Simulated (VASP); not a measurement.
# PtS2 (P1) in VASP: further runs, part 2 of 2

VASP 6.6.1. The steps go on from the part before.

## Step 3: Single point, PBE (atom 2 (S) moved by (+0.150, +0.000) A along [1 1 0] and z)

Input file INCAR:

```
ALGO = Normal
EDIFF = 1E-6
ENCUT = 520
GGA = PE
ISIF = 2
ISMEAR = 0
LASPH = True
LCHARG = False
LREAL = False
LWAVE = False
NBANDS = 18
NELM = 100
PREC = Accurate
SIGMA = 0.05
```

Input file KPOINTS:

```
k-points
0
Gamma
  12 12 8
```

Input file POSCAR:

```
PtS2
1.0
    3.5431994758      0.0000000000      0.0000000000
   -1.7715997379      3.0685007567      0.0000000000
    0.0000000000      0.0000000000      5.0388000000
Pt S
1 2
Direct
    0.0000000000      0.0000000000      0.0000000000
    0.3805514654      0.7012327384      0.2500000000
    0.6666666667      0.3333333333      0.7500000000
```

Potentials or basis: VASP PAW PBE potentials, release 64 (Pt, S).

The run is started by

```sh
$ cat potpaw_PBE.64/Pt/POTCAR potpaw_PBE.64/S/POTCAR > POTCAR
$ mpirun -np 1 vasp_std > vasp.out
```

OUTCAR:

```text
EDIFF = 1E-6
   ENCUT = 520
   GGA = PE
   ISIF = 2
   ISMEAR = 0
   LASPH = True
   LREAL = False
   NELM = 100
   PREC = Accurate

 ion  position               nearest neighbor table
   1  0.000  0.000  0.000-   2 2.28   3 2.40   3 2.40   3 2.40   2 2.44   2 2.50
   2  0.381  0.701  0.250-   1 2.28   1 2.44   1 2.50
   3  0.667  0.333  0.750-   1 2.40   1 2.40   1 2.40

  LATTYP: Found a hexagonal cell.
 ALAT       =     3.5431994758
 C/A-ratio  =     1.4221045229

  Lattice vectors:

 A1 = (   3.5431994758,   0.0000000000,   0.0000000000)
 A2 = (  -1.7715997379,   3.0685007567,   0.0000000000)
 A3 = (   0.0000000000,   0.0000000000,   5.0388000000)

Analysis of symmetry for initial positions (statically):
=====================================================================
 Subroutine PRICEL returns:
 Original cell was already a primitive cell.

[... 166 lines left out ...]
  ---------------------------------------------------
  free energy    TOTEN  =       -15.25906411 eV

  energy without entropy =      -15.25906411  energy(sigma->0) =      -15.25906411

 E-fermi :   7.0792     XC(G=0): -10.6916

 val. band max:        6.8463411411   @ k =   0.0000   0.0000   0.0000
 cond. band min:       7.2817097762   @ k =  -0.0833  -0.2500  -0.2500
 fundamental gap:      0.4353686350
 Fermi energy:         7.0791750628

 k-point     1 :       0.0000    0.0000    0.0000
  band No.  band energies     occupation
      1      -8.4141      2.00000
      2      -5.5889      2.00000
      3      -0.2416      2.00000
      4       0.3233      2.00000
      5       0.5113      2.00000
      6       2.9769      2.00000
[... 481 lines left out ...]
      5       0.8285      2.00000
      6       2.2183      2.00000
[... 10 lines left out ...]
     17      16.1215      0.00000
     18      16.2741      0.00000

 [... further k-points ...]

------------------------ aborting loop because EDIFF is reached ----------------------------------------

  FORCE on cell =-STRESS in cart. coord.  units (eV):
  Direction    XX          YY          ZZ          XY          YZ          ZX
  --------------------------------------------------------------------------------------
  -------------------------------------------------------------------------------------
  Total        1.8482050      0.7069943      0.4175475      0.6844874     -1.1229590     -1.3693602
  in kB       54.0519989     20.6765254     12.2114577     20.0182947    -32.8416912    -40.0478619
  external PRESSURE =      28.9799940 kB  Pullay stress =       0.0000000 kB

 VOLUME and BASIS-vectors are now :
 -----------------------------------------------------------------------------
  energy-cutoff  :      520.00
  volume of cell :       54.78
      direct lattice vectors                 reciprocal lattice vectors
     3.543199476  0.000000000  0.000000000     0.282230794  0.162946025  0.000000000
    -1.771599738  3.068500757  0.000000000     0.000000000  0.325892049  0.000000000
     0.000000000  0.000000000  5.038800000     0.000000000  0.000000000  0.198459951

 POSITION                                       TOTAL-FORCE (eV/Angst)
 -----------------------------------------------------------------------------------
      0.00000      0.00000      0.00000         1.020176      0.860544     -0.215139
      0.10607      2.15173      1.25970        -1.110921     -0.933140     -0.114975
      1.77160      1.02283      3.77910         0.090745      0.072595      0.330114
 -----------------------------------------------------------------------------------
    total drift:                               -0.000029     -0.000040     -0.000011

  FREE ENERGIE OF THE ION-ELECTRON SYSTEM (eV)
  ---------------------------------------------------
  free  energy   TOTEN  =       -15.2590641137 eV

  energy  without entropy=      -15.2590641136  energy(sigma->0) =      -15.25906411
```

OSZICAR:

```text
N       E                     dE             d eps       ncg     rms          rms(c)
DAV:   1     0.110299816149E+03    0.11030E+03   -0.10407E+04 21224   0.109E+03
DAV:   2    -0.112246307386E+02   -0.12152E+03   -0.11755E+03 25482   0.219E+02
DAV:   3    -0.165188755033E+02   -0.52942E+01   -0.52543E+01 26530   0.463E+01
DAV:   4    -0.165737992902E+02   -0.54924E-01   -0.54894E-01 27604   0.523E+00
DAV:   5    -0.165746284166E+02   -0.82913E-03   -0.82906E-03 26718   0.628E-01    0.179E+01
DAV:   6    -0.155352265734E+02    0.10394E+01   -0.60497E+00 21722   0.243E+01    0.120E+01
DAV:   7    -0.152761860342E+02    0.25904E+00   -0.12017E+00 21540   0.112E+01    0.584E+00
DAV:   8    -0.152621860924E+02    0.14000E-01   -0.67535E-02 23382   0.178E+00    0.121E+00
DAV:   9    -0.152588190059E+02    0.33671E-02   -0.90563E-03 25120   0.999E-01    0.222E-01
DAV:  10    -0.152590075588E+02   -0.18855E-03   -0.14878E-03 26134   0.247E-01    0.935E-02
DAV:  11    -0.152590583054E+02   -0.50747E-04   -0.63412E-05 25520   0.609E-02    0.492E-02
DAV:  12    -0.152590624505E+02   -0.41451E-05   -0.98842E-06 25440   0.275E-02    0.107E-02
DAV:  13    -0.152590639438E+02   -0.14933E-05   -0.13943E-06 21074   0.853E-03    0.399E-03
DAV:  14    -0.152590641137E+02   -0.16982E-06   -0.10346E-07 13086   0.226E-03
   1 F= -.15259064E+02 E0= -.15259064E+02  d E =-.374948E-11
```

stdout:

```text
POSCAR found type information on POSCAR PtS
 POSCAR found :  2 types and       3 ions
 scaLAPACK will be used
 LDA part: xc-table for (Slater+PW92), standard interpolation
 POSCAR, INCAR and KPOINTS ok, starting setup
 FFT: planning ... GRIDC
 FFT: planning ... GRID_SOFT
 FFT: planning ... GRID
 WAVECAR not read
 entering main loop
```

Wall time 5.1 min (1 thread of Intel Xeon 6975P-C, shared host); peak memory 0.61 GiB.

What came out:

* Free energy: -15.2591 eV
* Pressure: 2.9 GPa
* Largest force: 1.455 eV/Å
* Band gap on the k mesh: 0.44 eV, indirect (least direct gap 0.65 eV)

Forces in eV/Å, atoms in the order of the input:
```
Pt   1.020  0.861 -0.215
S   -1.111 -0.933 -0.115
S    0.091  0.073  0.330
```

Levels at points of the mesh, in eV from the valence-band top:
```csv
k point,band 8,band 9,band 10,band 11,band 12,band 13,band 14,band 15
"(0.00, 0.00, 0.00)",-2.27,-1.22,-0.88,0.00,1.55,2.00,4.56,5.28
"(0.50, 0.00, 0.00)",-3.29,-3.10,-3.02,-2.48,1.56,2.25,5.19,6.26
"(0.00, 0.50, 0.00)",-3.24,-3.03,-2.91,-2.46,1.09,2.51,5.55,6.44
"(0.50, 0.50, 0.00)",-3.24,-3.06,-2.95,-2.44,1.21,2.38,5.48,6.38
"(0.00, 0.00, 0.50)",-2.85,-1.51,-1.33,-1.19,2.30,2.54,5.56,6.96
"(0.50, 0.00, 0.50)",-3.16,-2.80,-2.59,-1.66,1.23,2.07,5.23,5.47
"(0.00, 0.50, 0.50)",-3.09,-2.76,-2.50,-1.31,1.46,2.14,4.77,5.14
"(0.50, 0.50, 0.50)",-3.12,-2.81,-2.44,-1.38,1.33,2.14,4.88,5.22
```

Caveat: the cell differs from its parent crystal (atom 2 (S) moved by (+0.150, +0.000) A along [1 1 0] and z); spin-orbit coupling is left out, which moves the levels of the heavy elements; forces of over 1 eV/Å act on the atoms, so gaps and moduli don't describe the material at rest. A k mesh can miss the band edges.

## Step 4: Single point, PBE (atom 2 (S) moved by (+0.300, -0.150) A along [1 1 0] and z)

Input file INCAR:

```
PREC     = Accurate       # precision mode
ENCUT    = 520            # plane-wave cutoff, eV
EDIFF    = 1E-6           # SCF threshold, eV
ISMEAR   = 0              # smearing method
SIGMA    = 0.05           # smearing width, eV
LREAL    = False          # projectors in reciprocal space
LASPH    = True           # aspherical terms in the spheres
NELM     = 100            # most SCF steps
ALGO     = Normal         # electronic algorithm
ISIF     = 2              # what is computed and relaxed
LWAVE    = False          # write WAVECAR
LCHARG   = False          # write CHGCAR
GGA      = PE             # functional
NBANDS   = 18             # bands
```

Input file KPOINTS:

```
regular mesh
0
Gamma
  12 12 8
```

POSCAR, as its differences from that of step 3:

```diff
@@ -9,3 +9,3 @@
     0.0000000000      0.0000000000      0.0000000000
-    0.3805514654      0.7012327384      0.2500000000
+    0.4277695974      0.7357988101      0.2202310074
     0.6666666667      0.3333333333      0.7500000000
```

Potentials or basis: VASP PAW PBE potentials, release 64 (Pt, S).

The run is started by

```sh
$ cat potpaw_PBE.64/Pt/POTCAR potpaw_PBE.64/S/POTCAR > POTCAR
$ mpirun -np 1 vasp_std > vasp.out
```

OUTCAR:

```text
PREC = Accurate
   ENCUT = 520
   EDIFF = 1E-6
   ISMEAR = 0
   LREAL = False
   LASPH = True
   NELM = 100
   ISIF = 2
   GGA = PE

 ion  position               nearest neighbor table
   1  0.000  0.000  0.000-   2 2.08   3 2.40   3 2.40   3 2.40   2 2.41   2 2.52
   2  0.428  0.736  0.220-   1 2.08   1 2.41   1 2.52
   3  0.667  0.333  0.750-   1 2.40   1 2.40   1 2.40

  LATTYP: Found a hexagonal cell.
 ALAT       =     3.5431994758
 C/A-ratio  =     1.4221045229

  Lattice vectors:

 A1 = (   3.5431994758,   0.0000000000,   0.0000000000)
 A2 = (  -1.7715997379,   3.0685007567,   0.0000000000)
 A3 = (   0.0000000000,   0.0000000000,   5.0388000000)

Analysis of symmetry for initial positions (statically):
=====================================================================
 Subroutine PRICEL returns:
 Original cell was already a primitive cell.

 Routine SETGRP: Setting up the symmetry group for a
 hexagonal supercell.

 Subroutine GETGRP returns: Found  1 space group operations
 (whereof  1 operations were pure point group operations)
 out of a pool of 24 trial point group operations.

The static configuration has the point symmetry C_1 .
[... 162 lines left out ...]

 E-fermi :   7.1154     XC(G=0): -10.6097

 val. band max:        6.9134997839   @ k =  -0.1667   0.0000   0.1250
 cond. band min:       7.3104628615   @ k =   0.0000   0.2500   0.2500
 fundamental gap:      0.3969630776
 Fermi energy:         7.1154472849

 k-point     1 :       0.0000    0.0000    0.0000
  band No.  band energies     occupation
      1      -8.7675      2.00000
      2      -5.6584      2.00000
      3      -0.4440      2.00000
      4      -0.2390      2.00000
      5       0.1158      2.00000
      6       2.5902      2.00000
[... 481 lines left out ...]
      5       0.4527      2.00000
      6       2.0562      2.00000
[... 10 lines left out ...]
     17      16.3480      0.00000
     18      16.6210      0.00000

 [... further k-points ...]

------------------------ aborting loop because EDIFF is reached ----------------------------------------

  FORCE on cell =-STRESS in cart. coord.  units (eV):
  Direction    XX          YY          ZZ          XY          YZ          ZX
  --------------------------------------------------------------------------------------
  -------------------------------------------------------------------------------------
  Total        6.8803074      2.7120643      4.0906605      2.5854887     -3.1106231     -4.4837203
  in kB      201.2192229     79.3161475    119.6341213     75.6143564    -90.9722673   -131.1294186
  external PRESSURE =     133.3898306 kB  Pullay stress =       0.0000000 kB

 VOLUME and BASIS-vectors are now :
 -----------------------------------------------------------------------------
  energy-cutoff  :      520.00
  volume of cell :       54.78
      direct lattice vectors                 reciprocal lattice vectors
     3.543199476  0.000000000  0.000000000     0.282230794  0.162946025  0.000000000
    -1.771599738  3.068500757  0.000000000     0.000000000  0.325892049  0.000000000
     0.000000000  0.000000000  5.038800000     0.000000000  0.000000000  0.198459951

 POSITION                                       TOTAL-FORCE (eV/Angst)
 -----------------------------------------------------------------------------------
      0.00000      0.00000      0.00000         3.569806      2.484530     -2.773538
      0.21213      2.25780      1.10970        -3.866413     -2.721706      2.883927
      1.77160      1.02283      3.77910         0.296607      0.237176     -0.110389
 -----------------------------------------------------------------------------------
    total drift:                                0.000010     -0.000110      0.000004

  FREE ENERGIE OF THE ION-ELECTRON SYSTEM (eV)
  ---------------------------------------------------
  free  energy   TOTEN  =       -14.6470178699 eV

  energy  without entropy=      -14.6470178699  energy(sigma->0) =      -14.64701787
```

Run time: 9 min. Hardware: 1 thread of Intel Xeon Platinum 8259CL at 2.50GHz (Skylake/Cascade Lake), shared host; peak memory 0.61 GiB.

What came out:

| Quantity | Value |
| --- | --- |
| Free energy | -14.6470 eV |
| Pressure | 13.3 GPa |
| Largest force | 5.538 eV/Å |
| Band gap on the k mesh | 0.40 eV, indirect (least direct gap 0.63 eV) |

Forces in eV/Å, atoms in the order of the input:
```
Pt   3.570  2.485 -2.774
S   -3.866 -2.722  2.884
S    0.297  0.237 -0.110
```

Caveat: the cell differs from its parent crystal (atom 2 (S) moved by (+0.300, -0.150) A along [1 1 0] and z); spin-orbit coupling is left out, which moves the levels of the heavy elements; forces of over 1 eV/Å act on the atoms, so gaps and moduli don't describe the material at rest.

## Step 5: Single point, PBE (atom 2 (S) moved by (-0.300, -0.300) A along [1 1 0] and z)

Input file INCAR:

```
SYSTEM = PtS2
PREC = Accurate ; ENCUT = 520
EDIFF = 1E-7 ; ISMEAR = 0
SIGMA = 0.05 ; LREAL = .False.
LASPH = .True. ; NELM = 80
ALGO = Normal ; ISIF = 2
LWAVE = .False. ; LCHARG = .False.
GGA = PE ; NBANDS = 18
```

Input file KPOINTS:

```
Automatic mesh
0
Gamma
  12 12 8
  0 0 0
```

POSCAR, as its differences from that of step 4:

```diff
@@ -9,3 +9,3 @@
     0.0000000000      0.0000000000      0.0000000000
-    0.4277695974      0.7357988101      0.2202310074
+    0.2388970692      0.5975345233      0.1904620148
     0.6666666667      0.3333333333      0.7500000000
```

The run is started by

```sh
$ cat potpaw_PBE.64/Pt/POTCAR potpaw_PBE.64/S/POTCAR > POTCAR
$ mpirun -np 1 vasp_std > vasp.out
```

It took 3.9 min on 1 thread of Intel Xeon 6975P-C (Granite Rapids), shared host; peak memory 0.61 GiB.

Results (log left out):

```
Free energy            : -14.2770 eV
Pressure               : 20.2 GPa
Largest force          : 6.266 eV/Å
Band gap on the k mesh : 0.42 eV, indirect (least direct gap 0.69 eV)
```

Forces in eV/Å, atoms in the order of the input:
```
Pt  -1.711 -3.344 -4.262
S    1.991  3.688  4.657
S   -0.280 -0.344 -0.395
```

Stress tensor (GPa, compression positive):
```
13.32 -7.05  6.02
-7.05 31.17 11.19
 6.02 11.19 16.10
```

Levels at points of the mesh, in eV from the valence-band top:
| k point | band 9 | band 10 | band 11 | band 12 | band 13 | band 14 |
| --- | --- | --- | --- | --- | --- | --- |
| (0.00, 0.00, 0.00) | -1.63 | -0.92 | -0.40 | 1.92 | 2.79 | 4.72 |
| (0.50, 0.00, 0.00) | -3.37 | -3.11 | -1.83 | 1.10 | 3.12 | 5.46 |
| (0.00, 0.50, 0.00) | -3.56 | -3.38 | -2.30 | 1.61 | 2.11 | 5.01 |
| (0.50, 0.50, 0.00) | -3.39 | -3.30 | -2.21 | 1.50 | 2.16 | 5.19 |
| (0.00, 0.00, 0.50) | -1.69 | -1.07 | -0.99 | 2.14 | 3.07 | 5.31 |
| (0.50, 0.00, 0.50) | -3.19 | -2.98 | -0.75 | 1.92 | 2.40 | 4.77 |
| (0.00, 0.50, 0.50) | -3.61 | -3.06 | -1.73 | 1.46 | 1.94 | 5.53 |
| (0.50, 0.50, 0.50) | -3.45 | -2.86 | -1.40 | 1.49 | 1.88 | 5.32 |

Caveat: the cell differs from its parent crystal (atom 2 (S) moved by (-0.300, -0.300) A along [1 1 0] and z); spin-orbit coupling is left out, which moves the levels of the heavy elements; forces of over 1 eV/Å act on the atoms, so gaps and moduli don't describe the material at rest. A k mesh can miss the band edges.

## Step 6: Single point, PBE (atom 2 (S) moved by (-0.300, +0.000) A along [1 1 0] and z)

Input file INCAR:

```
SYSTEM = PtS2
  PREC = Accurate
  ENCUT = 520
  EDIFF = 1E-7
  ISMEAR = 0
  SIGMA = 0.05
  LREAL = .False.
  LASPH = .True.
  NELM = 60
  ALGO = Normal
  ISIF = 2
  LWAVE = .False.
  LCHARG = .False.
  GGA = PE
  NBANDS = 18
```

Input file KPOINTS:

```
regular mesh
0
Gamma
  12 12 8
  0 0 0
```

POSCAR, as its differences from that of step 5:

```diff
@@ -9,3 +9,3 @@
     0.0000000000      0.0000000000      0.0000000000
-    0.2388970692      0.5975345233      0.1904620148
+    0.2388970692      0.5975345233      0.2500000000
     0.6666666667      0.3333333333      0.7500000000
```

Potentials or basis: VASP PAW PBE potentials, release 64 (Pt, S).

The run is started by

```sh
$ cat potpaw_PBE.64/Pt/POTCAR potpaw_PBE.64/S/POTCAR > POTCAR
$ mpirun -np 1 vasp_std > vasp.out
```

Run time: 3.5 min. Hardware: 1 thread of Intel Xeon 6975P-C (Granite Rapids), shared host; peak memory 0.61 GiB.

It converged, with:

* Free energy: -15.0182 eV
* Pressure: 5.0 GPa
* Largest force: 2.255 eV/Å
* Band gap on the k mesh: 0.24 eV, indirect (least direct gap 0.35 eV)

Forces in eV/Å, atoms in the order of the input:
```
Pt  -1.102 -1.754 -0.681
S    1.154  1.883  0.456
S   -0.053 -0.129  0.226
```

Stress tensor (GPa, compression positive):
```
 2.37 -2.19  3.76
-2.19  9.21  6.67
 3.76  6.67  3.36
```

Levels at points of the mesh, in eV from the valence-band top:
| k point | band 8 | band 9 | band 10 | band 11 | band 12 | band 13 | band 14 | band 15 |
| --- | --- | --- | --- | --- | --- | --- | --- | --- |
| (0.00, 0.00, 0.00) | -2.36 | -1.31 | -0.61 | -0.11 | 1.36 | 2.19 | 4.64 | 5.29 |
| (0.50, 0.00, 0.00) | -3.18 | -3.07 | -2.72 | -2.36 | 0.76 | 2.77 | 5.66 | 6.59 |
| (0.00, 0.50, 0.00) | -3.32 | -3.21 | -2.98 | -2.36 | 1.63 | 2.02 | 5.08 | 6.20 |
| (0.50, 0.50, 0.00) | -3.30 | -3.16 | -2.97 | -2.27 | 1.40 | 1.98 | 5.35 | 6.27 |
| (0.00, 0.00, 0.50) | -2.85 | -1.48 | -1.31 | -1.00 | 1.96 | 2.61 | 5.55 | 6.95 |
| (0.50, 0.00, 0.50) | -3.10 | -2.69 | -2.51 | -1.11 | 1.69 | 2.15 | 4.49 | 4.94 |
| (0.00, 0.50, 0.50) | -3.27 | -3.04 | -2.34 | -1.61 | 0.99 | 2.07 | 5.32 | 5.52 |
| (0.50, 0.50, 0.50) | -3.32 | -2.92 | -2.23 | -1.38 | 0.96 | 2.14 | 5.05 | 5.33 |

Caveat: the cell differs from its parent crystal (atom 2 (S) moved by (-0.300, +0.000) A along [1 1 0] and z); spin-orbit coupling is left out, which moves the levels of the heavy elements; forces of over 1 eV/Å act on the atoms, so gaps and moduli don't describe the material at rest. A k mesh can miss the band edges.
